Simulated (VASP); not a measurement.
# AlN (Cmc2_1) in VASP: single point with PBE

Aim: the single point of AlN with PBE.

Everything below comes from runs of VASP 6.6.1. Logs are shortened: lines on timing, memory, paths and dates and some standing lists are left out, and cuts for length are marked.

## (1) The cell of the first run

It takes space group Cmc2_1 (No. 36, orthorhombic). Conventional cell: a = 3.218 Å, b = 5.194 Å, c = 5.243 Å, α = 90.00°, β = 90.00°, γ = 90.00°. Al (site symmetry m) has 4 N at 1.84 to 2.00 Å within 2.4 Å. N (site symmetry m) has 4 Al at 1.84 to 2.00 Å within 2.4 Å.

## (2) Single point, PBE

The input, INCAR:

```
  ALGO = Normal
  EDIFF = 1E-7
  ENCUT = 520
  GGA = PE
  ISIF = 2
  ISMEAR = 0
  ISYM = 0
  LASPH = T
  LCHARG = F
  LREAL = F
  LWAVE = F
  NBANDS = 16
  NELM = 80
  PREC = Accurate
  SIGMA = 0.02
```

The input, KPOINTS:

```
k-points
0
Gamma
  8 5 10
```

The input, POSCAR:

```
AlN
1.0
    3.2183708026      0.0000000000      0.0000000000
    0.0000000000      5.2431683762      0.0000000000
   -1.6091854013      0.0000000000      2.5967524695
Al N
2 2
Direct
    0.3333333333      0.4992342259      0.6666666667
    0.6666666667      0.9992342259      0.3333333333
    0.3333333333      0.8807657741      0.6666666667
    0.6666666667      0.3807657741      0.3333333333
```

Potentials or basis: VASP PAW PBE potentials, release 64 (Al, N).

The run is started by

```console
cat potpaw_PBE.64/Al/POTCAR potpaw_PBE.64/N/POTCAR > POTCAR
mpirun -np 1 vasp_std > vasp.out
```

OUTCAR:

```text
EDIFF = 1E-7
   ENCUT = 520
   GGA = PE
   ISIF = 2
   ISMEAR = 0
   ISYM = 0
   LASPH = T
   LREAL = F
   NELM = 80
   PREC = Accurate

 ion  position               nearest neighbor table
   1  0.333  0.499  0.667-   4 1.84   4 1.93   4 1.93   3 2.00   2 3.14   2 3.14   2 3.20   2 3.20
                             2 3.20   2 3.20
   2  0.667  0.999  0.333-   3 1.84   3 1.93   3 1.93   4 2.00   1 3.14   1 3.14   1 3.20   1 3.20
                             1 3.20   1 3.20
   3  0.333  0.881  0.667-   2 1.84   2 1.93   2 1.93   1 2.00
   4  0.667  0.381  0.333-   1 1.84   1 1.93   1 1.93   2 2.00

IMPORTANT INFORMATION: All symmetrisations will be switched off!
NOSYMM: (Re-)initialisation of all symmetry stuff for point group C_1.

----------------------------------------------------------------------------------------

                                     Primitive cell

  volume of cell :      43.8188

  direct lattice vectors                    reciprocal lattice vectors
     3.218370803  0.000000000  0.000000000     0.310716217  0.000000000  0.192548195
     0.000000000  5.243168376  0.000000000     0.000000000  0.190724373  0.000000000
    -1.609185401  0.000000000  2.596752470     0.000000000  0.000000000  0.385096389

  length of vectors
     3.218370803  5.243168376  3.054930612     0.365539840  0.190724373  0.385096389

  position of ions in fractional coordinates (direct lattice)
     0.333333333  0.499234226  0.666666667
     0.666666667  0.999234226  0.333333333
     0.333333333  0.880765774  0.666666667
     0.666666667  0.380765774  0.333333333

  ion indices of the primitive-cell ions
   primitive index   ion index
                 1           1
                 2           2
                 3           3
                 4           4

----------------------------------------------------------------------------------------

 KPOINTS: k-points

Automatic generation of k-mesh.
 Grid dimensions read from file:
 generate k-points for:    8    5   10

 Generating k-lattice:

  Cartesian coordinates                     Fractional coordinates (reciprocal lattice)
     0.038839527  0.000000000  0.024068524     0.125000000  0.000000000  0.000000000
     0.000000000  0.038144875  0.000000000     0.000000000  0.200000000  0.000000000
     0.000000000  0.000000000  0.038509639     0.000000000  0.000000000  0.100000000

  Length of vectors
     0.045692480  0.038144875  0.038509639

  Shift w.r.t. Gamma in fractional coordinates (k-lattice)
     0.000000000  0.000000000  0.000000000

 -----------------------------------------------------------------------------
|                                                                             |
|           W    W    AA    RRRRR   N    N  II  N    N   GGGG   !!!           |
|           W    W   A  A   R    R  NN   N  II  NN   N  G    G  !!!           |
|           W    W  A    A  R    R  N N  N  II  N N  N  G       !!!           |
|           W WW W  AAAAAA  RRRRR   N  N N  II  N  N N  G  GGG   !            |
|           WW  WW  A    A  R   R   N   NN  II  N   NN  G    G                |
|           W    W  A    A  R    R  N    N  II  N    N   GGGG   !!!           |
|                                                                             |
|     Your reciprocal lattice and k-lattice belong to different lattice       |
|     classes:                                                                |
|                                                                             |
|        The reciprocal lattice is base centered orthorhombic,                |
|        whereas your k-lattice is simple monoclinic.                         |
|                                                                             |
|     Results are often still useful ...                                      |
|                                                                             |
 -----------------------------------------------------------------------------

 WARNING: IBZKPT: internal override: KBLOWUP is changed to .FALSE.
      ... skipping the blow-up phase ...

 Subroutine IBZKPT returns following result:
 ===========================================

 Found    202 irreducible k-points:

 Following reciprocal coordinates:
            Coordinates               Weight
  0.000000  0.000000  0.000000      1.000000
  0.125000  0.000000  0.000000      2.000000
  0.250000  0.000000  0.000000      2.000000
  0.375000  0.000000  0.000000      2.000000
  0.500000  0.000000  0.000000      1.000000
  0.000000  0.200000  0.000000      2.000000
[... 16 lines left out ...]
  0.125000  0.000000  0.100000      2.000000
  0.250000  0.000000  0.100000      2.000000
 [... further k-points ...]
   k-points           NKPTS =    202   k-points in BZ     NKDIM =    202   number of bands    NBANDS=     16
   number of dos      NEDOS =    301   number of ions     NIONS =      4
   total plane-waves  NPLWV =  23040
   dimension x,y,z NGX =    24 NGY =   40 NGZ =   24
   dimension x,y,z NGXF=    48 NGYF=   80 NGZF=   48
   ions per type =               2   2
   NGX,Y,Z   is equivalent  to a cutoff of  12.40, 12.68, 13.06 a.u.
   NGXF,Y,Z  is equivalent  to a cutoff of  24.79, 25.37, 26.12 a.u.
 SYSTEM =  unknown system
   PREC   = accura    normal or accurate (medium, high low for compatibility)
   ISTART =      0    job   : 0-new  1-cont  2-samecut
   ICHARG =      2    charge: 1-file 2-atom 10-const
   ISPIN  =      1    spin polarized calculation?
   LNONCOLLINEAR =      F non collinear calculations
   LSORBIT =      F    spin-orbit coupling
   LASPH  =      T    aspherical Exc in radial PAW
   ENCUT  =  520.0 eV  38.22 Ry    6.18 a.u.   5.98  9.75  5.68*2*pi/ulx,y,z
   NELM   =     80;   NELMIN=  2; NELMDL= -5     # of ELM steps
   EDIFF  = 0.1E-06   stopping-criterion for ELM
   LREAL  =      F    real-space projection
   EDIFFG = 0.1E-05   stopping-criterion for IOM
   NSW    =      0    number of steps for IOM
   IBRION =     -1    ionic relax: 0-MD 1-quasi-New 2-CG
   NFREE  =      0    steps in history (QN), initial steepest desc. (CG)
   ISIF   =      2    stress and relaxation
   ISYM   =      0    0-nonsym 1-usesym 2-fastsym
   POTIM  = 0.5000    time-step for ionic-motion
   TEBEG  =    0.0;   TEEND  =   0.0 temperature during run
   PSTRESS=    0.0 pullay stress
   NELECT =      16.0000    total number of electrons
   NUPDOWN=      -1.0000    fix difference up-down
   EMIN   =  10.00;   EMAX   =-10.00  energy-range for DOS
   EFERMI =   0.00;   METHOD = LEGACY
   ISMEAR =     0;   SIGMA  =   0.02  broadening in eV -4-tet -1-fermi 0-gaus
   EFERMI_NEDOS =   21; number of points for ismear=-14 and -15
   IALGO  =     38    algorithm
   IMIX   =      4    mixing-type and parameters
     AMIX     =   0.40;   BMIX     =  1.00
     AMIX_MAG =   1.60;   BMIX_MAG =  1.00
  volume/ion in A,a.u.               =      10.95        73.93
  Fermi-wavevector in a.u.,A,eV,Ry     =   1.170114  2.211194 18.628631  1.369166
  Thomas-Fermi vector in A             =   2.306577
   LORBIT       =      0    0 simple, 1 ext, 2 COOP (PROOUT), +10 PAW based schemes
   GGA     = PE    functional components
   LHFCALC =     F    Hartree Fock is set to
   AEXX    =    0.0000 exact exchange contribution
   IVDW    =     0    specifies the selected vdW correction
   LEPSILON=     F    determine dielectric tensor
   LRPA    =     F    only Hartree local field effects (RPA)
 non-spin polarized calculation
 Gauss-broadening in eV      SIGMA  =   0.02
  energy-cutoff  :      520.00
  volume of cell :       43.82
 maximum number of plane-waves:      1198
   NGX = 11   NGY = 19   NGZ = 11

 number of electron      16.0000004 magnetization

 Free energy of the ion-electron system (eV)
  ---------------------------------------------------
  ext. energy  EPLUGINS =         0.00000000
  ---------------------------------------------------
  free energy    TOTEN  =       -29.56254027 eV

  energy without entropy =      -29.56254027  energy(sigma->0) =      -29.56254027

 E-fermi :   5.8863     XC(G=0): -10.7046

 val. band max:        5.7194070563   @ k =   0.0000   0.0000   0.0000
 cond. band min:       9.3439187008   @ k =   0.0000   0.0000   0.0000
 fundamental gap:      3.6245116445
 Fermi energy:         5.8863426711

 k-point     1 :       0.0000    0.0000    0.0000
  band No.  band energies     occupation
      1      -9.2094      2.00000
      2      -7.4203      2.00000
      3      -0.2105      2.00000
      4       4.8940      2.00000
      5       5.2068      2.00000
      6       5.4125      2.00000
[... 8 lines left out ...]
     15      18.0383      0.00000
     16      19.3595      0.00000

 k-point     2 :       0.1250    0.0000    0.0000
  band No.  band energies     occupation
      1      -9.0219      2.00000
      2      -7.3037      2.00000
      3       0.0198      2.00000
      4       4.0487      2.00000
      5       4.6140      2.00000
      6       4.9887      2.00000
[... 8 lines left out ...]
     15      17.9233      0.00000
     16      18.5188      0.00000

 k-point     3 :       0.2500    0.0000    0.0000
  band No.  band energies     occupation
      1      -8.5017      2.00000
      2      -7.0191      2.00000
      3       0.6779      2.00000
      4       2.3017      2.00000
      5       3.2004      2.00000
      6       4.5569      2.00000
[... 8 lines left out ...]
     15      18.0193      0.00000
     16      19.0539      0.00000

 k-point     4 :       0.3750    0.0000    0.0000
  band No.  band energies     occupation
      1      -7.8112      2.00000
      2      -6.7752      2.00000
      3       0.8220      2.00000
      4       1.6536      2.00000
      5       1.9765      2.00000
      6       4.2207      2.00000
[... 8 lines left out ...]
     15      17.5098      0.00000
     16      19.7392      0.00000
[... 324 lines left out ...]
 k-point    22 :       0.0000    0.0000    0.1000
  band No.  band energies     occupation
      1      -9.0729      2.00000
      2      -7.3319      2.00000
      3      -0.0447      2.00000
      4       4.6865      2.00000
      5       4.6929      2.00000
      6       5.0679      2.00000
[... 8 lines left out ...]
     15      18.0960      0.00000
     16      18.9789      0.00000

 k-point    23 :       0.1250    0.0000    0.1000
  band No.  band energies     occupation
      1      -8.7296      2.00000
      2      -7.1285      2.00000
      3       0.3821      2.00000
      4       3.2851      2.00000
      5       3.7619      2.00000
      6       4.6684      2.00000
[... 8 lines left out ...]
     15      17.9996      0.00000
     16      18.6860      0.00000

 k-point    24 :       0.2500    0.0000    0.1000
  band No.  band energies     occupation
      1      -8.1137      2.00000
      2      -6.8428      2.00000
      3       1.1733      2.00000
      4       1.6591      2.00000
      5       2.5055      2.00000
      6       4.1735      2.00000
[... 8 lines left out ...]
     15      17.5303      0.00000
     16      19.4337      0.00000

 [... further k-points ...]
[... 5 lines left out ...]
  --------------------------------------------------------------------------------------
  -------------------------------------------------------------------------------------
  Total       -2.6879081     -4.3649309      3.8284479     -0.0000001     -0.0000012     -0.0000595
  in kB      -98.2798685   -159.5980286    139.9822243     -0.0000027     -0.0000425     -0.0021758
  external PRESSURE =     -39.2985576 kB  Pullay stress =       0.0000000 kB

 VOLUME and BASIS-vectors are now :
 -----------------------------------------------------------------------------
  energy-cutoff  :      520.00
  volume of cell :       43.82
      direct lattice vectors                 reciprocal lattice vectors
     3.218370803  0.000000000  0.000000000     0.310716217  0.000000000  0.192548195
     0.000000000  5.243168376  0.000000000     0.000000000  0.190724373  0.000000000
    -1.609185401  0.000000000  2.596752470     0.000000000  0.000000000  0.385096389

 POSITION                                       TOTAL-FORCE (eV/Angst)
 -----------------------------------------------------------------------------------
     -0.00000      2.61757      1.73117        -0.000003      0.426319     -0.679154
      1.60919      5.23915      0.86558         0.000002      0.426314      0.679150
     -0.00000      4.61800      1.73117        -0.000002     -0.426314     -0.777504
      1.60919      1.99642      0.86558         0.000003     -0.426319      0.777508
 -----------------------------------------------------------------------------------
    total drift:                                0.000000      0.000126      0.000006

  FREE ENERGIE OF THE ION-ELECTRON SYSTEM (eV)
  ---------------------------------------------------
  free  energy   TOTEN  =       -29.5625402705 eV

  energy  without entropy=      -29.5625402705  energy(sigma->0) =      -29.56254027
```

Run time: 68 s. Hardware: 1 thread of AMD EPYC 9R45 (Zen 5), shared host; peak memory 0.21 GiB.

Results:

| Item | Value |
| --- | --- |
| Free energy | -29.5625 eV |
| Pressure | -3.9 GPa |
| Largest force | 0.887 eV/Å |
| Band gap on the k mesh | 3.62 eV, direct |

Forces in eV/Å, atoms in the order of the input:
```
Al   0.000  0.426 -0.679
Al   0.000  0.426  0.679
N    0.000 -0.426 -0.778
N    0.000 -0.426  0.778
```

Stress tensor (GPa, compression positive):
```
 -9.83   0.00   0.00
  0.00 -15.96   0.00
  0.00   0.00  14.00
```

Levels at points of the mesh, in eV from the valence-band top:
| k point | band 5 | band 6 | band 7 | band 8 | band 9 | band 10 | band 11 | band 12 |
| --- | --- | --- | --- | --- | --- | --- | --- | --- |
| (0.00, 0.00, 0.00) | -0.51 | -0.31 | -0.19 | 0.00 | 3.62 | 6.59 | 9.86 | 10.67 |
| (0.50, 0.00, 0.00) | -3.34 | -1.78 | -1.54 | -0.54 | 5.37 | 6.25 | 7.83 | 9.71 |
| (0.00, 0.00, 0.50) | -2.95 | -2.30 | -1.71 | -1.06 | 5.22 | 5.31 | 7.44 | 9.88 |
| (0.50, 0.00, 0.50) | -3.34 | -1.78 | -1.54 | -0.54 | 5.37 | 6.25 | 7.83 | 9.71 |
